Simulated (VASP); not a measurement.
# P (P4/mmm) in VASP: notebook

Runs on P. Level: PBEsol. Tasks: single point.

All numbers are computed with VASP 6.6.1; they aren't measurements. Logs are shortened: lines on timing, memory, paths and dates and some standing lists are left out, and cuts for length are marked.

## (1) The cell of the first run

It takes space group P4/mmm (No. 123, tetragonal). Conventional cell: a = 4.273 Å, b = 4.273 Å, c = 4.597 Å, α = 90.00°, β = 90.00°, γ = 90.00°. P (site symmetry 4/mmm) has 6 P at 4.27 to 4.60 Å within 5.6 Å.

## (2) Single point, PBEsol (strain +0.000 along x and y, +0.050 along z)

INCAR reads:

```
SYSTEM = P
ALGO     = Normal         ! electronic algorithm
EDIFF    = 1E-6           ! SCF threshold, eV
ENCUT    = 520            ! plane-wave cutoff, eV
GGA      = PS             ! functional
ISIF     = 2              ! what is computed and relaxed
ISMEAR   = 0              ! smearing method
LASPH    = .True.         ! aspherical terms in the spheres
LCHARG   = .False.        ! write CHGCAR
LREAL    = .False.        ! projectors in reciprocal space
LWAVE    = .False.        ! write WAVECAR
NBANDS   = 8              ! bands
NELM     = 100            ! most SCF steps
PREC     = Accurate       ! precision mode
SIGMA    = 0.15           ! smearing width, eV
```

KPOINTS reads:

```
k-points
0
Gamma
  12 12 12
  0 0 0
```

POSCAR reads:

```
P
1.0
    4.2729048574      0.0000000000      0.0000000000
    0.0000000000      4.2729048574      0.0000000000
    0.0000000000      0.0000000000      4.5969000000
P
1
Direct
    0.0000000000      0.0000000000      0.0000000000
```

Potentials or basis: VASP PAW PBE potentials, release 64 (P).

Command:

```sh
$ cat potpaw_PBE.64/P/POTCAR > POTCAR
$ mpirun -np 1 vasp_std > vasp.out
```

OUTCAR:

```text
SYSTEM = P
   EDIFF = 1E-6
   ENCUT = 520
   GGA = PS
   ISIF = 2
   ISMEAR = 0
   LASPH = .True.
   LREAL = .False.
   NELM = 100
   PREC = Accurate

 ion  position               nearest neighbor table
   1  0.000  0.000  0.000-

  LATTYP: Found a simple tetragonal cell.
 ALAT       =     4.2729048574
 C/A-ratio  =     1.0758254989

  Lattice vectors:

 A1 = (   4.2729048574,   0.0000000000,   0.0000000000)
 A2 = (   0.0000000000,   4.2729048574,   0.0000000000)
 A3 = (   0.0000000000,   0.0000000000,   4.5969000000)

Analysis of symmetry for initial positions (statically):
=====================================================================
 Subroutine PRICEL returns:
 Original cell was already a primitive cell.

 Routine SETGRP: Setting up the symmetry group for a
 simple tetragonal supercell.

 Subroutine GETGRP returns: Found 16 space group operations
 (whereof 16 operations were pure point group operations)
 out of a pool of 16 trial point group operations.

The static configuration has the point symmetry D_4h.

Analysis of symmetry for dynamics (positions and initial velocities):
=====================================================================
 Subroutine PRICEL returns:
 Original cell was already a primitive cell.

 Routine SETGRP: Setting up the symmetry group for a
 simple tetragonal supercell.

 Subroutine GETGRP returns: Found 16 space group operations
 (whereof 16 operations were pure point group operations)
 out of a pool of 16 trial point group operations.

The dynamic configuration has the point symmetry D_4h.

 Subroutine INISYM returns: Found 16 space group operations
 (whereof 16 operations are pure point group operations),
 and found     1 'primitive' translations

----------------------------------------------------------------------------------------

                                     Primitive cell

  volume of cell :      83.9289

  direct lattice vectors                    reciprocal lattice vectors
     4.272904857  0.000000000  0.000000000     0.234032826  0.000000000  0.000000000
     0.000000000  4.272904857  0.000000000     0.000000000  0.234032826  0.000000000
     0.000000000  0.000000000  4.596900000     0.000000000  0.000000000  0.217537906

  length of vectors
     4.272904857  4.272904857  4.596900000     0.234032826  0.234032826  0.217537906

  position of ions in fractional coordinates (direct lattice)
     0.000000000  0.000000000  0.000000000

  ion indices of the primitive-cell ions
   primitive index   ion index
                 1           1

----------------------------------------------------------------------------------------

 KPOINTS: k-points

Automatic generation of k-mesh.
 Grid dimensions read from file:
 generate k-points for:   12   12   12

 Generating k-lattice:

  Cartesian coordinates                     Fractional coordinates (reciprocal lattice)
     0.019502736  0.000000000  0.000000000     0.083333333  0.000000000  0.000000000
     0.000000000  0.019502736  0.000000000     0.000000000  0.083333333  0.000000000
     0.000000000  0.000000000  0.018128159     0.000000000  0.000000000  0.083333333

  Length of vectors
     0.019502736  0.019502736  0.018128159

  Shift w.r.t. Gamma in fractional coordinates (k-lattice)
     0.000000000  0.000000000  0.000000000

 Subroutine IBZKPT returns following result:
 ===========================================

 Found    196 irreducible k-points:

 Following reciprocal coordinates:
            Coordinates               Weight
  0.000000  0.000000  0.000000      1.000000
  0.083333  0.000000  0.000000      4.000000
  0.166667  0.000000  0.000000      4.000000
  0.250000  0.000000  0.000000      4.000000
  0.333333  0.000000  0.000000      4.000000
  0.416667  0.000000  0.000000      4.000000
[... 16 lines left out ...]
  0.333333  0.333333  0.000000      4.000000
  0.416667  0.333333  0.000000      8.000000
 [... further k-points ...]
   k-points           NKPTS =    196   k-points in BZ     NKDIM =    196   number of bands    NBANDS=      8
   number of dos      NEDOS =    301   number of ions     NIONS =      1
   total plane-waves  NPLWV =  36864
   dimension x,y,z NGX =    32 NGY =   32 NGZ =   36
   dimension x,y,z NGXF=    64 NGYF=   64 NGZF=   72
   ions per type =               1
   NGX,Y,Z   is equivalent  to a cutoff of  12.45, 12.45, 13.02 a.u.
   NGXF,Y,Z  is equivalent  to a cutoff of  24.90, 24.90, 26.04 a.u.
 SYSTEM =  P
   PREC   = accura    normal or accurate (medium, high low for compatibility)
   ISTART =      0    job   : 0-new  1-cont  2-samecut
   ICHARG =      2    charge: 1-file 2-atom 10-const
   ISPIN  =      1    spin polarized calculation?
   LNONCOLLINEAR =      F non collinear calculations
   LSORBIT =      F    spin-orbit coupling
   LASPH  =      T    aspherical Exc in radial PAW
   ENCUT  =  520.0 eV  38.22 Ry    6.18 a.u.   7.94  7.94  8.55*2*pi/ulx,y,z
   NELM   =    100;   NELMIN=  2; NELMDL= -5     # of ELM steps
   EDIFF  = 0.1E-05   stopping-criterion for ELM
   LREAL  =      F    real-space projection
   EDIFFG = 0.1E-04   stopping-criterion for IOM
   NSW    =      0    number of steps for IOM
   IBRION =     -1    ionic relax: 0-MD 1-quasi-New 2-CG
   NFREE  =      0    steps in history (QN), initial steepest desc. (CG)
   ISIF   =      2    stress and relaxation
   ISYM   =      2    0-nonsym 1-usesym 2-fastsym
   POTIM  = 0.5000    time-step for ionic-motion
   TEBEG  =    0.0;   TEEND  =   0.0 temperature during run
   PSTRESS=    0.0 pullay stress
   NELECT =       5.0000    total number of electrons
   NUPDOWN=      -1.0000    fix difference up-down
   EMIN   =  10.00;   EMAX   =-10.00  energy-range for DOS
   EFERMI =   0.00;   METHOD = LEGACY
   ISMEAR =     0;   SIGMA  =   0.15  broadening in eV -4-tet -1-fermi 0-gaus
   EFERMI_NEDOS =   21; number of points for ismear=-14 and -15
   IALGO  =     38    algorithm
   IMIX   =      4    mixing-type and parameters
     AMIX     =   0.40;   BMIX     =  1.00
     AMIX_MAG =   1.60;   BMIX_MAG =  1.00
  volume/ion in A,a.u.               =      83.93       566.38
  Fermi-wavevector in a.u.,A,eV,Ry     =   0.639383  1.208258  5.562204  0.408810
  Thomas-Fermi vector in A             =   1.705039
   LORBIT       =      0    0 simple, 1 ext, 2 COOP (PROOUT), +10 PAW based schemes
   GGA     = PS    functional components
   LHFCALC =     F    Hartree Fock is set to
   AEXX    =    0.0000 exact exchange contribution
   IVDW    =     0    specifies the selected vdW correction
   LEPSILON=     F    determine dielectric tensor
   LRPA    =     F    only Hartree local field effects (RPA)
 non-spin polarized calculation
 Gauss-broadening in eV      SIGMA  =   0.15
  energy-cutoff  :      520.00
  volume of cell :       83.93
 maximum number of plane-waves:      2312
 NGX is ok and might be reduce to    32
   NGX = 15   NGY = 15   NGZ = 17

 number of electron       4.9999999 magnetization

 Free energy of the ion-electron system (eV)
  ---------------------------------------------------
  ext. energy  EPLUGINS =         0.00000000
  ---------------------------------------------------
  free energy    TOTEN  =        -1.11136983 eV

  energy without entropy =       -1.06801017  energy(sigma->0) =       -1.08969000

 E-fermi :  -3.1957     XC(G=0):  -4.8946

 val. band max:       -3.2024981573   @ k =   0.3333   0.2500   0.0833
 cond. band min:      -3.1944405030   @ k =   0.4167   0.0833   0.2500
 fundamental gap:      0.0080576543
 Fermi energy:        -3.1956881441

 k-point     1 :       0.0000    0.0000    0.0000
  band No.  band energies     occupation
      1     -11.9030      2.00000
      2      -2.9126      0.00760
      3      -2.6196      0.00000
      4      -2.6196      0.00000
      5       1.3890      0.00000
      6       4.1550      0.00000
      7       4.3807      0.00000
      8       8.5852      0.00000

 k-point     2 :       0.0833    0.0000    0.0000
  band No.  band energies     occupation
      1     -11.8921      2.00000
      2      -2.9021      0.00563
      3      -2.7406      0.00002
      4      -2.6103      0.00000
      5       1.5022      0.00000
      6       4.2155      0.00000
      7       4.4793      0.00000
      8       7.9835      0.00000

 k-point     3 :       0.1667    0.0000    0.0000
  band No.  band energies     occupation
      1     -11.8620      2.00000
      2      -3.0397      0.14144
      3      -2.8730      0.00235
      4      -2.5846      0.00000
      5       1.7901      0.00000
      6       4.3521      0.00000
      7       4.7519      0.00000
      8       7.3046      0.00000

 k-point     4 :       0.2500    0.0000    0.0000
  band No.  band energies     occupation
      1     -11.8198      2.00000
      2      -3.3954      1.94034
      3      -2.8324      0.00061
      4      -2.5489      0.00000
      5       2.1695      0.00000
      6       4.5328      0.00000
      7       4.9855      0.00000
      8       6.7182      0.00000

 k-point     5 :       0.3333    0.0000    0.0000
  band No.  band energies     occupation
      1     -11.7765      2.00000
      2      -3.7098      2.00000
      3      -2.7907      0.00013
      4      -2.5124      0.00000
      5       2.5933      0.00000
      6       4.7338      0.00000
      7       4.8855      0.00000
      8       6.2694      0.00000
[... 177 lines left out ...]
 k-point    22 :       0.5000    0.2500    0.0000
  band No.  band energies     occupation
      1     -11.6549      2.00000
      2      -3.8549      2.00000
      3      -3.1518      0.67895
      4      -2.6772      0.00000
      5       3.4726      0.00000
      6       4.0259      0.00000
      7       5.9877      0.00000
      8       6.1916      0.00000

 k-point    23 :       0.3333    0.3333    0.0000
  band No.  band energies     occupation
      1     -11.6569      2.00000
      2      -3.5477      1.99909
      3      -3.4722      1.99087
      4      -2.6795      0.00000
      5       3.1957      0.00000
      6       4.2371      0.00000
      7       6.1468      0.00000
      8       6.4737      0.00000

 k-point    24 :       0.4167    0.3333    0.0000
  band No.  band energies     occupation
      1     -11.6262      2.00000
      2      -3.7111      2.00000
      3      -3.4553      1.98564
      4      -2.6512      0.00000
      5       3.1306      0.00000
      6       4.3224      0.00000
      7       6.2448      0.00000
      8       6.4554      0.00000

 [... further k-points ...]
[... 5 lines left out ...]
  --------------------------------------------------------------------------------------
  -------------------------------------------------------------------------------------
  Total       -2.0155897     -2.0155897     -1.3940769      0.0000000     -0.0000000      0.0000000
  in kB      -38.4770016    -38.4770016    -26.6125082      0.0000000     -0.0000000      0.0000000
  external PRESSURE =     -34.5221704 kB  Pullay stress =       0.0000000 kB

 VOLUME and BASIS-vectors are now :
 -----------------------------------------------------------------------------
  energy-cutoff  :      520.00
  volume of cell :       83.93
      direct lattice vectors                 reciprocal lattice vectors
     4.272904857  0.000000000  0.000000000     0.234032826  0.000000000  0.000000000
     0.000000000  4.272904857  0.000000000     0.000000000  0.234032826  0.000000000
     0.000000000  0.000000000  4.596900000     0.000000000  0.000000000  0.217537906

 POSITION                                       TOTAL-FORCE (eV/Angst)
 -----------------------------------------------------------------------------------
      0.00000      0.00000      0.00000         0.000000      0.000000      0.000000
 -----------------------------------------------------------------------------------
    total drift:                                0.000000     -0.000000      0.000000

  FREE ENERGIE OF THE ION-ELECTRON SYSTEM (eV)
  ---------------------------------------------------
  free  energy   TOTEN  =        -1.1113698267 eV

  energy  without entropy=       -1.0680101739  energy(sigma->0) =       -1.08969000
```

Run time: 28 s. Hardware: 1 thread of Intel Xeon 6975P-C (Granite Rapids), shared host; peak memory 0.25 GiB.

What came out:

* Free energy: -1.1114 eV
* Pressure: -3.5 GPa

Stress tensor (GPa, compression positive):
```
-3.85  0.00  0.00
 0.00 -3.85  0.00
 0.00  0.00 -2.66
```

Caveat: the cell differs from its parent crystal (strain +0.000 along x and y, +0.050 along z); the PAW data sets were made with another functional, which shifts forces and pressure a little.

## (3) Single point, PBEsol (strain -0.025 along x and y, +0.025 along z)

INCAR reads:

```
SYSTEM = P
ALGO = Normal ; EDIFF = 1E-7
ENCUT = 520 ; GGA = PS
ISIF = 2 ; ISMEAR = 0
LASPH = .TRUE. ; LCHARG = .FALSE.
LREAL = .FALSE. ; LWAVE = .FALSE.
NBANDS = 8 ; NELM = 60
PREC = Accurate ; SIGMA = 0.15
```

KPOINTS reads:

```
k-points
0
G
  12 12 12
  0 0 0
```

POSCAR reads:

```
P
1.0
    4.1660822360      0.0000000000      0.0000000000
    0.0000000000      4.1660822360      0.0000000000
    0.0000000000      0.0000000000      4.4874500000
P
1
Direct
    0.0000000000      0.0000000000      0.0000000000
```

Potentials or basis: VASP PAW PBE potentials, release 64 (P).

Command:

```sh
$ cat potpaw_PBE.64/P/POTCAR > POTCAR
$ mpirun -np 1 vasp_std > vasp.out
```

Wall time 43 s (1 thread of Intel Xeon Platinum 8375C at 2.90GHz (Ice Lake), shared host); peak memory 0.24 GiB.

It converged, with:

- Free energy: -1.2536 eV
- Pressure: -4.1 GPa

Stress tensor (GPa, compression positive):
```
-4.54  0.00  0.00
 0.00 -4.54  0.00
 0.00  0.00 -3.20
```

Levels at points of the mesh, in eV from the Fermi level:
```
           k point  band 1  band 2  band 3  band 4  band 5  band 6
(0.00, 0.00, 0.00)   -8.76    0.33    0.66    0.66    4.65    7.38
(0.50, 0.00, 0.00)   -8.55   -0.91    0.52    0.83    6.59    7.67
(0.50, 0.50, 0.00)   -8.35   -0.57   -0.57    0.69    5.86    8.21
(0.00, 0.00, 0.50)   -8.64   -0.77    0.76    0.76    6.50    7.43
(0.50, 0.00, 0.50)   -8.44   -0.69   -0.42    0.91    5.82    8.19
(0.50, 0.50, 0.50)   -8.26   -0.39   -0.39   -0.13    6.74    7.04
```

Caveat: the cell differs from its parent crystal (strain -0.025 along x and y, +0.025 along z); the PAW data sets were made with another functional, which shifts forces and pressure a little.

## (4) Single point, PBEsol (strain -0.025 along x and y, +0.050 along z)

INCAR reads:

```
SYSTEM = P
PREC = Accurate
ENCUT = 520
EDIFF = 1E-6
ISMEAR = 0
SIGMA = 0.15
LREAL = .FALSE.
LASPH = .TRUE.
NELM = 60
ALGO = Normal
ISIF = 2
LWAVE = .FALSE.
LCHARG = .TRUE.
GGA = PS
LELF = .TRUE.
LVHAR = .TRUE.
NBANDS = 8
```

KPOINTS reads:

```
regular mesh
0
G
  12 12 12
  0 0 0
```

Changes to POSCAR since step 3:

```diff
@@ -4,3 +4,3 @@
     0.0000000000      4.1660822360      0.0000000000
-    0.0000000000      0.0000000000      4.4874500000
+    0.0000000000      0.0000000000      4.5969000000
 P
```

Command:

```sh
$ cat potpaw_PBE.64/P/POTCAR > POTCAR
$ mpirun -np 1 vasp_std > vasp.out
```

Wall time 47 s (1 thread of Intel Xeon Platinum 8375C at 2.90GHz (Ice Lake), shared host); peak memory 0.25 GiB.

It converged, with:

```
Free energy : -1.2185 eV
Pressure    : -3.9 GPa
```

Stress tensor (GPa, compression positive):
```
-4.46  0.00  0.00
 0.00 -4.46  0.00
 0.00  0.00 -2.73
```

Levels at points of the mesh, in eV from the Fermi level:
| k point | band 1 | band 2 | band 3 | band 4 | band 5 | band 6 | band 7 |
| --- | --- | --- | --- | --- | --- | --- | --- |
| (0.00, 0.00, 0.00) | -8.75 | 0.25 | 0.67 | 0.67 | 4.63 | 7.34 | 7.64 |
| (0.50, 0.00, 0.00) | -8.54 | -0.90 | 0.45 | 0.84 | 6.56 | 7.63 | 8.25 |
| (0.50, 0.50, 0.00) | -8.34 | -0.56 | -0.56 | 0.62 | 5.89 | 8.18 | 9.77 |
| (0.00, 0.00, 0.50) | -8.65 | -0.72 | 0.75 | 0.75 | 6.43 | 7.30 | 8.10 |
| (0.50, 0.00, 0.50) | -8.45 | -0.71 | -0.36 | 0.91 | 5.84 | 8.15 | 9.47 |
| (0.50, 0.50, 0.50) | -8.27 | -0.41 | -0.41 | -0.08 | 6.69 | 7.08 | 7.08 |

Caveat: the cell differs from its parent crystal (strain -0.025 along x and y, +0.050 along z); the PAW data sets were made with another functional, which shifts forces and pressure a little.

## (5) Single point, PBEsol (strain +0.050 along x and y, -0.050 along z)

INCAR reads:

```
SYSTEM = P
ALGO = Normal
EDIFF = 1E-6
ENCUT = 520
GGA = PS
ISIF = 2
ISMEAR = 0
LASPH = .True.
LCHARG = .True.
LELF = .True.
LREAL = .False.
LVHAR = .True.
LWAVE = .False.
NBANDS = 8
NELM = 80
PREC = Accurate
SIGMA = 0.15
```

KPOINTS reads:

```
k-points
0
Gamma
  12 12 12
  0 0 0
```

POSCAR reads:

```
P
1.0
    4.4865501003      0.0000000000      0.0000000000
    0.0000000000      4.4865501003      0.0000000000
    0.0000000000      0.0000000000      4.1591000000
P
1
Direct
    0.0000000000      0.0000000000      0.0000000000
```

Command:

```sh
$ cat potpaw_PBE.64/P/POTCAR > POTCAR
$ mpirun -np 1 vasp_std > vasp.out
```

Wall time 54 s (1 thread of Intel Xeon Platinum 8375C at 2.90GHz (Ice Lake), shared host); peak memory 0.26 GiB.

The run converged. Its results:

```yaml
Free_energy: -1.1171 eV
Pressure: -3.5 GPa
```

Stress tensor (GPa, compression positive):
```
-3.06  0.00  0.00
 0.00 -3.06  0.00
 0.00  0.00 -4.30
```

Levels at points of the mesh, in eV from the Fermi level:
| k point | band 1 | band 2 | band 3 | band 4 | band 5 | band 6 |
| --- | --- | --- | --- | --- | --- | --- |
| (0.00, 0.00, 0.00) | -8.71 | 0.37 | 0.37 | 0.71 | 4.58 | 7.33 |
| (0.50, 0.00, 0.00) | -8.60 | -0.71 | 0.48 | 0.80 | 6.37 | 7.32 |
| (0.50, 0.50, 0.00) | -8.49 | -0.49 | -0.49 | 0.89 | 5.85 | 8.03 |
| (0.00, 0.00, 0.50) | -8.50 | -0.86 | 0.56 | 0.56 | 6.51 | 7.56 |
| (0.50, 0.00, 0.50) | -8.40 | -0.64 | -0.36 | 0.65 | 5.91 | 8.04 |
| (0.50, 0.50, 0.50) | -8.30 | -0.46 | -0.19 | -0.19 | 6.84 | 6.84 |

Caveat: the cell differs from its parent crystal (strain +0.050 along x and y, -0.050 along z); the PAW data sets were made with another functional, which shifts forces and pressure a little.

## (6) Summary

```csv
cell,gap on the mesh (eV),pressure (GPa)
"a = 4.273, b = 4.273, c = 4.597 Å, 1 atom",none,-3.5
"a = 4.166, b = 4.166, c = 4.487 Å, 1 atom",none,-4.1
"a = 4.166, b = 4.166, c = 4.597 Å, 1 atom",none,-3.9
"a = 4.487, b = 4.487, c = 4.159 Å, 1 atom",none,-3.5
```

Alike in all rows: task single point; level PBEsol; potentials or basis VASP PAW PBE potentials, release 64 (P); no spin polarisation; k mesh 12 × 12 × 12; cutoff (eV) 520; smearing gaussian 0.15 eV.

Caveats: the PAW data sets were made with another functional, which shifts forces and pressure a little.

Total energies depend on the potentials used, so only differences within one code and one set of settings carry meaning.
